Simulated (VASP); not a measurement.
Set up this calculation in VASP 6.6.1, as the native input.

```yaml
Task: single point
Functional: PBEsol
Potentials_or_basis: VASP PAW PBE potentials, release 64 (Ir)
Cutoff: 520 eV
k_mesh: 22 × 22 × 22
Occupations: gaussian, width 0.15 eV
Spin: no spin polarisation
Dipole_correction: no
Further_INCAR_settings: ALGO = Normal; EDIFF = 1e-07; NBANDS = 10
```

The structure of Ir lies in POSCAR:

```
Ir
1.0
    0.0000000000      1.9197000000      1.8333135000
    1.9197000000      0.0000000000      1.8333135000
    1.9197000000      1.9197000000      0.0000000000
Ir
1
Direct
    0.0000000000      0.0000000000      0.0000000000
```

This cell differs from its parent crystal: strain -0.0450 x Voigt [0, 0, 1, 0, 0, 0].

One way to write it, as run:

INCAR

```
SYSTEM = Ir
PREC = Accurate
ENCUT = 520
EDIFF = 1E-7
ISMEAR = 0
SIGMA = 0.15
LREAL = .FALSE.
LASPH = .TRUE.
NELM = 100
ALGO = Normal
ISIF = 2
LWAVE = .FALSE.
LCHARG = .FALSE.
GGA = PS
NBANDS = 10
```

KPOINTS

```
Automatic mesh
0
G
  22 22 22
  0 0 0
```

Potentials or basis: VASP PAW PBE potentials, release 64 (Ir).

Command:

```sh
$ cat potpaw_PBE.64/Ir/POTCAR > POTCAR
$ mpirun -np 1 vasp_std > vasp.out
```

It gave:

| Item | Value |
| --- | --- |
| Pressure | 18.6 GPa |
| Band gap on the k mesh | zero (an odd number of electrons rules out a gap without spin polarisation) |

Caveat: the cell differs from its parent crystal (strain -0.0450 x Voigt [0, 0, 1, 0, 0, 0]); the cell stands under pressure; the PAW data sets were made with another functional, which shifts forces and pressure a little; spin-orbit coupling is left out, which moves the levels of the heavy elements.

It took 34 s on 1 thread of Intel(R) Xeon(R) 6975P-C (Granite Rapids), on a shared host, peak memory 0.23 GiB.
